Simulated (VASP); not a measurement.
# Ti (P6_3/mmc) in VASP: further runs, part 2 of 2

VASP 6.6.1. The steps go on from the part before.

**4. Relaxation of cell and atoms, PBEsol**

This run uses another cell than the first one, of 17.64 Å³/atom.

File INCAR:

```
SYSTEM = Ti
  ALGO = Normal
  EDIFF = 1E-6
  EDIFFG = -0.002
  ENCUT = 600
  GGA = PS
  IBRION = 2
  ISIF = 3
  ISMEAR = -1
  LASPH = .TRUE.
  LCHARG = .FALSE.
  LREAL = .FALSE.
  LWAVE = .FALSE.
  NELM = 80
  NSW = 100
  PREC = Accurate
  SIGMA = 0.1
```

File KPOINTS:

```
k-points
0
G
  14 14 8
  0 0 0
```

File POSCAR:

```
Ti
1.0
    2.9500000000      0.0000000000      0.0000000000
   -1.4750000000      2.5547749412      0.0000000000
    0.0000000000      0.0000000000      4.6800000000
Ti
2
Direct
    0.3333333333      0.6666666667      0.2500000000
    0.6666666667      0.3333333333      0.7500000000
```

Potentials or basis: VASP PAW PBE potentials, release 64 (Ti_sv).

Started as:

```bash
cat potpaw_PBE.64/Ti_sv/POTCAR > POTCAR
mpirun -np 1 vasp_std > vasp.out
```

OUTCAR:

```text
SYSTEM = Ti
   EDIFF = 1E-6
   EDIFFG = -0.002
   ENCUT = 600
   GGA = PS
   IBRION = 2
   ISIF = 3
   ISMEAR = -1
   LASPH = .TRUE.
   LREAL = .FALSE.
   NELM = 80
   NSW = 100
   PREC = Accurate

 ion  position               nearest neighbor table
   1  0.333  0.667  0.250-   2 2.89   2 2.89   2 2.89   2 2.89   2 2.89   2 2.89
   2  0.667  0.333  0.750-   1 2.89   1 2.89   1 2.89   1 2.89   1 2.89   1 2.89

  LATTYP: Found a hexagonal cell.
 ALAT       =     2.9500000000
 C/A-ratio  =     1.5864406780

  Lattice vectors:

 A1 = (   2.9500000000,   0.0000000000,   0.0000000000)
 A2 = (  -1.4750000000,   2.5547749412,   0.0000000000)
 A3 = (   0.0000000000,   0.0000000000,   4.6800000000)

Analysis of symmetry for initial positions (statically):
=====================================================================
 Subroutine PRICEL returns:
 Original cell was already a primitive cell.

 Routine SETGRP: Setting up the symmetry group for a
 hexagonal supercell.

 Subroutine GETGRP returns: Found 24 space group operations
 (whereof 12 operations were pure point group operations)
 out of a pool of 24 trial point group operations.

The static configuration has the point symmetry D_3d.
 The point group associated with its full space group is D_6h.

Analysis of symmetry for dynamics (positions and initial velocities):
=====================================================================
 Subroutine PRICEL returns:
 Original cell was already a primitive cell.

 Routine SETGRP: Setting up the symmetry group for a
 hexagonal supercell.

 Subroutine GETGRP returns: Found 24 space group operations
 (whereof 12 operations were pure point group operations)
 out of a pool of 24 trial point group operations.

The dynamic configuration has the point symmetry D_3d.
 The point group associated with its full space group is D_6h.

 Subroutine INISYM returns: Found 24 space group operations
 (whereof 12 operations are pure point group operations),
 and found     1 'primitive' translations

----------------------------------------------------------------------------------------

                                     Primitive cell

  volume of cell :      35.2712

  direct lattice vectors                    reciprocal lattice vectors
     2.950000000  0.000000000  0.000000000     0.338983051  0.195711956  0.000000000
    -1.475000000  2.554774941  0.000000000     0.000000000  0.391423911  0.000000000
     0.000000000  0.000000000  4.680000000     0.000000000  0.000000000  0.213675214

  length of vectors
     2.950000000  2.950000000  4.680000000     0.391423911  0.391423911  0.213675214

  position of ions in fractional coordinates (direct lattice)
     0.333333333  0.666666667  0.250000000
     0.666666667  0.333333333  0.750000000

  ion indices of the primitive-cell ions
   primitive index   ion index
                 1           1
                 2           2

----------------------------------------------------------------------------------------

 KPOINTS: k-points

Automatic generation of k-mesh.
 Grid dimensions read from file:
 generate k-points for:   14   14    8

[... 44 lines left out ...]
 [... further k-points ...]
   k-points           NKPTS =    120   k-points in BZ     NKDIM =    120   number of bands    NBANDS=     16
   number of dos      NEDOS =    301   number of ions     NIONS =      2
   total plane-waves  NPLWV =  23040
   dimension x,y,z NGX =    24 NGY =   24 NGZ =   40
   dimension x,y,z NGXF=    48 NGYF=   48 NGZF=   80
   ions per type =               2
   NGX,Y,Z   is equivalent  to a cutoff of  13.53, 13.53, 14.21 a.u.
   NGXF,Y,Z  is equivalent  to a cutoff of  27.05, 27.05, 28.42 a.u.
 SYSTEM =  Ti
   PREC   = accura    normal or accurate (medium, high low for compatibility)
   ISTART =      0    job   : 0-new  1-cont  2-samecut
   ICHARG =      2    charge: 1-file 2-atom 10-const
   ISPIN  =      1    spin polarized calculation?
   LNONCOLLINEAR =      F non collinear calculations
   LSORBIT =      F    spin-orbit coupling
   LASPH  =      T    aspherical Exc in radial PAW
   ENCUT  =  600.0 eV  44.10 Ry    6.64 a.u.   5.89  5.89  9.35*2*pi/ulx,y,z
   NELM   =     80;   NELMIN=  2; NELMDL= -5     # of ELM steps
   EDIFF  = 0.1E-05   stopping-criterion for ELM
   LREAL  =      F    real-space projection
   EDIFFG = -.2E-02   stopping-criterion for IOM
   NSW    =    100    number of steps for IOM
   IBRION =      2    ionic relax: 0-MD 1-quasi-New 2-CG
   NFREE  =      1    steps in history (QN), initial steepest desc. (CG)
   ISIF   =      3    stress and relaxation
   ISYM   =      2    0-nonsym 1-usesym 2-fastsym
   POTIM  = 0.5000    time-step for ionic-motion
   TEBEG  =    0.0;   TEEND  =   0.0 temperature during run
   PSTRESS=    0.0 pullay stress
   NELECT =      24.0000    total number of electrons
   NUPDOWN=      -1.0000    fix difference up-down
   EMIN   =  10.00;   EMAX   =-10.00  energy-range for DOS
   EFERMI =   0.00;   METHOD = LEGACY
   ISMEAR =    -1;   SIGMA  =   0.10  broadening in eV -4-tet -1-fermi 0-gaus
   EFERMI_NEDOS =   21; number of points for ismear=-14 and -15
   IALGO  =     38    algorithm
   IMIX   =      4    mixing-type and parameters
     AMIX     =   0.40;   BMIX     =  1.00
     AMIX_MAG =   1.60;   BMIX_MAG =  1.00
  volume/ion in A,a.u.               =      17.64       119.01
  Fermi-wavevector in a.u.,A,eV,Ry     =   1.439920  2.721055 28.209912  2.073370
  Thomas-Fermi vector in A             =   2.558722
   LORBIT       =      0    0 simple, 1 ext, 2 COOP (PROOUT), +10 PAW based schemes
   GGA     = PS    functional components
   LHFCALC =     F    Hartree Fock is set to
   AEXX    =    0.0000 exact exchange contribution
   IVDW    =     0    specifies the selected vdW correction
   LEPSILON=     F    determine dielectric tensor
   LRPA    =     F    only Hartree local field effects (RPA)
 conjugate gradient relaxation of ions
 non-spin polarized calculation
  energy-cutoff  :      600.00
  volume of cell :       35.27
 maximum number of plane-waves:      1194
 NGX is ok and might be reduce to    24
   NGX = 11   NGY = 11   NGZ = 19

--------------------------------------- Ionic step        1  -------------------------------------------

 number of electron      23.9999997 magnetization

 Free energy of the ion-electron system (eV)
  ---------------------------------------------------
  ext. energy  EPLUGINS =         0.00000000
  ---------------------------------------------------
  free energy    TOTEN  =       -16.67900939 eV

  energy without entropy =      -16.59977543  energy(sigma->0) =      -16.63939241

------------------------ aborting loop because EDIFF is reached ----------------------------------------

  FORCE on cell =-STRESS in cart. coord.  units (eV):
  Direction    XX          YY          ZZ          XY          YZ          ZX
  --------------------------------------------------------------------------------------
  -------------------------------------------------------------------------------------
  Total       -1.2522675     -1.2522675     -1.3271290      0.0000000      0.0000000      0.0000000
  in kB      -56.8836150    -56.8836150    -60.2841593      0.0000000      0.0000000      0.0000000
  external PRESSURE =     -58.0171297 kB  Pullay stress =       0.0000000 kB
[... 239 lines left out ...]
--------------------------------------- Ionic step        8  -------------------------------------------

 number of electron      23.9999997 magnetization

 Free energy of the ion-electron system (eV)
  ---------------------------------------------------
  ext. energy  EPLUGINS =         0.00000000
  ---------------------------------------------------
  free energy    TOTEN  =       -16.71431835 eV

  energy without entropy =      -16.63989586  energy(sigma->0) =      -16.67710711

 E-fermi :   8.6067     XC(G=0): -11.8237

 val. band max:        8.6064824374   @ k =   0.0714   0.0000   0.2500
 cond. band min:       8.6152656855   @ k =   0.0714   0.0000   0.5000
 fundamental gap:      0.0087832481
 Fermi energy:         8.6067390204

 k-point     1 :       0.0000    0.0000    0.0000
  band No.  band energies     occupation
      1     -47.9278      2.00000
      2     -47.7639      2.00000
      3     -24.6637      2.00000
      4     -23.9364      2.00000
      5     -23.9364      2.00000
      6     -23.8473      2.00000
[... 433 lines left out ...]
      3     -24.3874      2.00000
      4     -24.2533      2.00000
      5     -24.2494      2.00000
      6     -24.2027      2.00000
[... 8 lines left out ...]
     15      10.1656      0.00000
     16      11.7696      0.00000

 [... further k-points ...]

------------------------ aborting loop because EDIFF is reached ----------------------------------------

  FORCE on cell =-STRESS in cart. coord.  units (eV):
  Direction    XX          YY          ZZ          XY          YZ          ZX
  --------------------------------------------------------------------------------------
  -------------------------------------------------------------------------------------
  Total        0.0037840      0.0037840     -0.0024439      0.0000000      0.0000000      0.0000000
  in kB        0.1815229      0.1815229     -0.1172340      0.0000000      0.0000000      0.0000000
  external PRESSURE =       0.0819372 kB  Pullay stress =       0.0000000 kB
[... 17 lines left out ...]
  FREE ENERGIE OF THE ION-ELECTRON SYSTEM (eV)
  ---------------------------------------------------
  free  energy   TOTEN  =       -16.7143183502 eV

  energy  without entropy=      -16.6398958605  energy(sigma->0) =      -16.67710711

 reached required accuracy - stopping structural energy minimisation
```

OSZICAR:

```text
N       E                     dE             d eps       ncg     rms          rms(c)
DAV:   1     0.258242957237E+03    0.25824E+03   -0.14687E+04  3840   0.204E+03
DAV:   2     0.982452670850E+01   -0.24842E+03   -0.24713E+03  3984   0.516E+02
[... 66 lines left out ...]
DAV:   1    -0.167144212511E+02   -0.10553E-03   -0.28264E-03  5696   0.788E-01    0.875E-02
DAV:   2    -0.167143167056E+02    0.10455E-03   -0.41639E-04  5616   0.257E-01    0.242E-02
DAV:   3    -0.167143121459E+02    0.45597E-05   -0.74464E-05  5816   0.646E-02    0.947E-03
DAV:   4    -0.167143153848E+02   -0.32389E-05   -0.10901E-05  4424   0.290E-02    0.375E-03
DAV:   5    -0.167143179892E+02   -0.26044E-05   -0.72679E-06  5040   0.197E-02    0.526E-03
DAV:   6    -0.167143183502E+02   -0.36104E-06   -0.11572E-06  2304   0.116E-02
   8 F= -.16714318E+02 E0= -.16677107E+02  d E =-.292667E-05
```

CONTCAR:

```text
Ti
   1.00000000000000
     2.8986677319882603   -0.0000000000000000    0.0000000000000000
    -1.4493338659941302    2.5103198930660851    0.0000000000000000
    -0.0000000000000000   -0.0000000000000000    4.5899109970483067
  Ti
     2
Direct
     0.3333333332999970    0.6666666667000030    0.2500000000000000
     0.6666666667000030    0.3333333332999970    0.7500000000000000

  0.00000000E+00  0.00000000E+00  0.00000000E+00
  0.00000000E+00  0.00000000E+00  0.00000000E+00
```

Run time: 2.1 min. Hardware: 1 thread of Intel Xeon 6975P-C (Granite Rapids), shared host; peak memory 0.21 GiB.

Results:

| Quantity | Value |
| --- | --- |
| Free energy | -16.7143 eV |
| Relaxed volume | 16.70 Å³/atom |
| Relaxed cell | a = 2.899 Å, b = 2.899 Å, c = 4.590 Å, α = 90.00°, β = 90.00°, γ = 120.00° |
| Space group after relaxing (to 0.1 Å) | P6_3/mmc (No. 194) |
| Energy gained by relaxing | 17.7 meV/atom |
| Ionic steps | 8 |
| Pressure after relaxing | 0.0 GPa |
| Band gap on the k mesh | zero (bands 12 and 13 overlap by 1.05 eV) |

Step by step:
```
step  energy change (eV)  largest force (eV/Å)  pressure (GPa)  volume (Å³)
   1              0.0000                0.0000           -5.80        35.27
   2             -0.0158                0.0000            4.97        32.11
   3             -0.0353                0.0000           -0.01        33.41
   4             -0.0353                0.0000            0.09        33.37
   5             -0.0353                0.0000           -0.01        33.42
   6             -0.0353                0.0000           -0.06        33.42
   7             -0.0353                0.0000           -0.04        33.42
   8             -0.0353                0.0000            0.01        33.40
```

Final structure:
```
Ti
1.0
     2.89867    0.00000    0.00000
    -1.44933    2.51032    0.00000
     0.00000    0.00000    4.58991
Ti
2
Cartesian
  0.0000 1.6735 1.1475
  1.4493 0.8368 3.4424
```

Levels at points of the mesh, in eV from the Fermi level:
```tsv
k point	band 10	band 11	band 12	band 13	band 14	band 15
(0.00, 0.00, 0.00)	-2.77	0.82	0.82	0.92	0.95	1.35
(0.50, 0.00, 0.00)	-2.26	-1.93	-0.55	0.50	0.69	1.26
(0.00, 0.00, 0.50)	-4.37	0.12	0.12	0.72	0.72	0.72
(0.50, 0.00, 0.50)	-2.63	-0.84	-0.84	1.47	1.47	1.83
```

Caveat: the PAW data sets were made with another functional, which shifts forces and pressure a little.
